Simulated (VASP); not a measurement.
# Sn (Immm) in VASP: settings compared

Aim: see how the results for Sn move with the level of theory and the settings. Levels: LDA, PBEsol, RPBE, revPBE. Tasks: relaxation of cell and atoms.

Everything below comes from runs of VASP 6.6.1. Logs are shortened: lines on timing, memory, paths and dates and some standing lists are left out, and cuts for length are marked.

## Step 1: The cell of the first run

It takes space group Immm (No. 71, orthorhombic). The conventional cell has a = 3.453 Å, b = 3.551 Å, c = 4.677 Å, α = 90.00°, β = 90.00°, γ = 90.00°. Within 4.7 Å of Sn (site symmetry mmm) lie 14 Sn at 3.41 to 4.68 Å.

## Step 2: Relaxation of cell and atoms, LDA

INCAR reads:

```
PREC     = Accurate       # precision mode
ENCUT    = 600            # plane-wave cutoff, eV
EDIFF    = 1E-6           # SCF threshold, eV
ISMEAR   = -1             # smearing method
SIGMA    = 0.05           # smearing width, eV
LREAL    = False          # projectors in reciprocal space
LASPH    = True           # aspherical terms in the spheres
NELM     = 100            # most SCF steps
ALGO     = Normal         # electronic algorithm
ISIF     = 3              # what is computed and relaxed
LWAVE    = False          # write WAVECAR
LCHARG   = False          # write CHGCAR
GGA      = CA             # functional
IBRION   = 2              # ionic algorithm
NSW      = 60             # ionic steps
EDIFFG   = -0.01          # ionic threshold
```

KPOINTS reads:

```
regular mesh
0
Gamma
  11 11 11
```

POSCAR reads:

```
Sn
1.0
   -1.7265390000      1.7755470000      2.3383420000
    1.7265390000     -1.7755470000      2.3383420000
    1.7265390000      1.7755470000     -2.3383420000
Sn
1
Direct
    0.0000000000      0.0000000000      0.0000000000
```

Potentials or basis: VASP PAW LDA potentials, release 64 (Sn_d).

Command:

```sh
$ cat potpaw_LDA.64/Sn_d/POTCAR > POTCAR
$ mpirun -np 1 vasp_std > vasp.out
```

OUTCAR:

```text
PREC = Accurate
   ENCUT = 600
   EDIFF = 1E-6
   ISMEAR = -1
   LREAL = False
   LASPH = True
   NELM = 100
   ISIF = 3
   GGA = CA
   IBRION = 2
   NSW = 60
   EDIFFG = -0.01

 ion  position               nearest neighbor table
   1  0.000  0.000  0.000-

  LATTYP: Found a body centered orthorhombic cell.
 ALAT       =     3.4530780000
 B/A-ratio  =     1.0283851103
 C/A-ratio  =     1.3543522620

  Lattice vectors:

 A1 = (  -1.7265390000,   1.7755470000,   2.3383420000)
 A2 = (   1.7265390000,  -1.7755470000,   2.3383420000)
 A3 = (   1.7265390000,   1.7755470000,  -2.3383420000)

Analysis of symmetry for initial positions (statically):
=====================================================================
 Subroutine PRICEL returns:
 Original cell was already a primitive cell.

 Routine SETGRP: Setting up the symmetry group for a
 body centered orthorhombic supercell.

 Subroutine GETGRP returns: Found  8 space group operations
 (whereof  8 operations were pure point group operations)
 out of a pool of  8 trial point group operations.

The static configuration has the point symmetry D_2h.

Analysis of symmetry for dynamics (positions and initial velocities):
=====================================================================
 Subroutine PRICEL returns:
 Original cell was already a primitive cell.

 Routine SETGRP: Setting up the symmetry group for a
 body centered orthorhombic supercell.

 Subroutine GETGRP returns: Found  8 space group operations
 (whereof  8 operations were pure point group operations)
 out of a pool of  8 trial point group operations.

The dynamic configuration has the point symmetry D_2h.

 Subroutine INISYM returns: Found  8 space group operations
 (whereof  8 operations are pure point group operations),
 and found     1 'primitive' translations

----------------------------------------------------------------------------------------

                                     Primitive cell

  volume of cell :      28.6732

  direct lattice vectors                    reciprocal lattice vectors
    -1.726539000  1.775547000  2.338342000     0.000000000  0.281603359  0.213826720
     1.726539000 -1.775547000  2.338342000     0.289596702  0.000000000  0.213826720
     1.726539000  1.775547000 -2.338342000     0.289596702  0.281603359  0.000000000

[... 110 lines left out ...]
   LEPSILON=     F    determine dielectric tensor
   LRPA    =     F    only Hartree local field effects (RPA)
 conjugate gradient relaxation of ions
 non-spin polarized calculation
  energy-cutoff  :      600.00
  volume of cell :       28.67
 maximum number of plane-waves:       971
   NGX = 13   NGY = 13   NGZ = 13

--------------------------------------- Ionic step        1  -------------------------------------------

 number of electron      13.9999998 magnetization

 Free energy of the ion-electron system (eV)
  ---------------------------------------------------
  ext. energy  EPLUGINS =         0.00000000
  ---------------------------------------------------
  free energy    TOTEN  =        -4.40155199 eV

  energy without entropy =       -4.39815216  energy(sigma->0) =       -4.39985208

------------------------ aborting loop because EDIFF is reached ----------------------------------------

  FORCE on cell =-STRESS in cart. coord.  units (eV):
  Direction    XX          YY          ZZ          XY          YZ          ZX
  --------------------------------------------------------------------------------------
  -------------------------------------------------------------------------------------
  Total       -0.7307501     -1.0160960     -0.7726547      0.0000000      0.0000000      0.0000000
  in kB      -40.8322112    -56.7765144    -43.1737173      0.0000000      0.0000000      0.0000000
  external PRESSURE =     -46.9274810 kB  Pullay stress =       0.0000000 kB
[... 86 lines left out ...]
  FREE ENERGIE OF THE ION-ELECTRON SYSTEM (eV)
  ---------------------------------------------------
  free  energy   TOTEN  =        -4.4480039769 eV

  energy  without entropy=       -4.4440749299  energy(sigma->0) =       -4.44603945

[... ionic steps 4 to 12 ...]

--------------------------------------- Ionic step       13  -------------------------------------------

 number of electron      13.9999999 magnetization

------------------------ aborting loop because EDIFF is reached ----------------------------------------
[... 65 lines left out ...]
--------------------------------------- Ionic step       15  -------------------------------------------

 number of electron      13.9999999 magnetization

 Free energy of the ion-electron system (eV)
  ---------------------------------------------------
  ext. energy  EPLUGINS =         0.00000000
  ---------------------------------------------------
  free energy    TOTEN  =        -4.44903744 eV

  energy without entropy =       -4.44474380  energy(sigma->0) =       -4.44689062

 E-fermi :   8.4247     XC(G=0): -10.8222

 val. band max:        8.3508136950   @ k =   0.4545   0.2727   0.0000
 cond. band min:       8.4265037618   @ k =  -0.3636   0.1818  -0.0000
 fundamental gap:      0.0756900667
 Fermi energy:         8.4246702574

 k-point     1 :       0.0000    0.0000    0.0000
  band No.  band energies     occupation
      1     -13.0375      2.00000
      2     -13.0373      2.00000
      3     -13.0086      2.00000
      4     -12.9533      2.00000
      5     -12.9190      2.00000
      6      -3.0533      2.00000
      7      16.3771      0.00000
      8      16.4541      0.00000
      9      16.4631      0.00000
     10      19.2374      0.00000
     11      20.6142      0.00000
[... 309 lines left out ...]
 k-point    24 :      -0.4545    0.1818    0.0000
  band No.  band energies     occupation
      1     -13.0551      2.00000
      2     -12.9982      2.00000
      3     -12.9585      2.00000
      4     -12.9010      2.00000
      5     -12.8452      2.00000
      6       0.7812      2.00000
      7       6.0183      2.00000
      8      11.1649      0.00000
      9      12.7691      0.00000
     10      16.0876      0.00000
     11      21.5042      0.00000

 [... further k-points ...]

------------------------ aborting loop because EDIFF is reached ----------------------------------------

  FORCE on cell =-STRESS in cart. coord.  units (eV):
  Direction    XX          YY          ZZ          XY          YZ          ZX
  --------------------------------------------------------------------------------------
  -------------------------------------------------------------------------------------
  Total       -0.0003527     -0.0052879     -0.0075908      0.0000000      0.0000000      0.0000000
  in kB       -0.0217865     -0.3266619     -0.4689211      0.0000000      0.0000000      0.0000000
  external PRESSURE =      -0.2724565 kB  Pullay stress =       0.0000000 kB
[... 16 lines left out ...]
  FREE ENERGIE OF THE ION-ELECTRON SYSTEM (eV)
  ---------------------------------------------------
  free  energy   TOTEN  =        -4.4490374389 eV

  energy  without entropy=       -4.4447437979  energy(sigma->0) =       -4.44689062

 reached required accuracy - stopping structural energy minimisation
```

OSZICAR:

```text
N       E                     dE             d eps       ncg     rms          rms(c)
DAV:   1     0.755976489263E+02    0.75598E+02   -0.82022E+03  4794   0.203E+03
DAV:   2     0.301432448304E+00   -0.75296E+02   -0.73518E+02  4899   0.346E+02
DAV:   3    -0.430866572191E+01   -0.46101E+01   -0.45805E+01  5409   0.778E+01
[... 103 lines left out ...]
DAV:   1    -0.444944389146E+01   -0.41877E-03   -0.10949E-02  5577   0.131E+00    0.108E-01
DAV:   2    -0.444917102395E+01    0.27287E-03   -0.35528E-04  5997   0.434E-01    0.633E-02
DAV:   3    -0.444903859824E+01    0.13243E-03   -0.20297E-04  6636   0.394E-01    0.904E-03
DAV:   4    -0.444903773163E+01    0.86661E-06   -0.25354E-05  5447   0.844E-02    0.404E-03
DAV:   5    -0.444903743890E+01    0.29273E-06   -0.51546E-07  2730   0.194E-02
  15 F= -.44490374E+01 E0= -.44468906E+01  d E =-.424767E-04
```

Wall time 7.8 min (1 thread of AMD EPYC 7R43 (Zen 3), shared host); peak memory 0.19 GiB.

What came out:

```
Free energy                           : -4.4490 eV
Relaxed volume                        : 25.94 Å³/atom
Relaxed cell                          : a = 3.302 Å, b = 3.302 Å, c = 3.302 Å, α = 118.68°, β = 118.66°, γ = 92.32°
Space group after relaxing (to 0.1 Å) : I4/mmm (No. 139)
Energy gained by relaxing             : 47.5 meV/atom
Ionic steps                           : 15
Pressure after relaxing               : 0.0 GPa
Band gap on the k mesh                : zero (bands 7 and 8 overlap by 9.92 eV)
```

Step by step:
```
step  energy change (eV)  largest force (eV/Å)  pressure (GPa)  volume (Å³)
   1              0.0000                0.0000           -4.69        28.67
   2             -0.0440                0.0000            1.50        25.33
   3             -0.0465                0.0000            0.12        25.88
   4             -0.0464                0.0000           -0.04        25.94
   5             -0.0472                0.0000           -0.03        25.95
   6             -0.0474                0.0000           -0.04        25.96
   7             -0.0474                0.0000           -0.06        25.96
   8             -0.0474                0.0000           -0.07        25.96
   9             -0.0474                0.0000           -0.06        25.96
  10             -0.0474                0.0000           -0.07        25.96
  11             -0.0474                0.0000            0.04        25.92
  12             -0.0474                0.0000            0.10        25.89
  13             -0.0475                0.0000            0.08        25.91
  14             -0.0475                0.0000           -0.08        25.96
  15             -0.0475                0.0000           -0.03        25.94
```

Final structure:
```xyz
1
Lattice="-1.6835 1.6842 2.2869 1.6835 -1.6842 2.2869 1.6835 1.6842 -2.2869" Properties=species:S:1:pos:R:3 pbc="T T T"
Sn    0.0000    0.0000    0.0000
```

Caveat: spin-orbit coupling is left out, which moves the levels of the heavy elements.

(Continued in part 2 of 2.)

The gap in the log of VASP goes by the Fermi energy; the results here count the filled bands.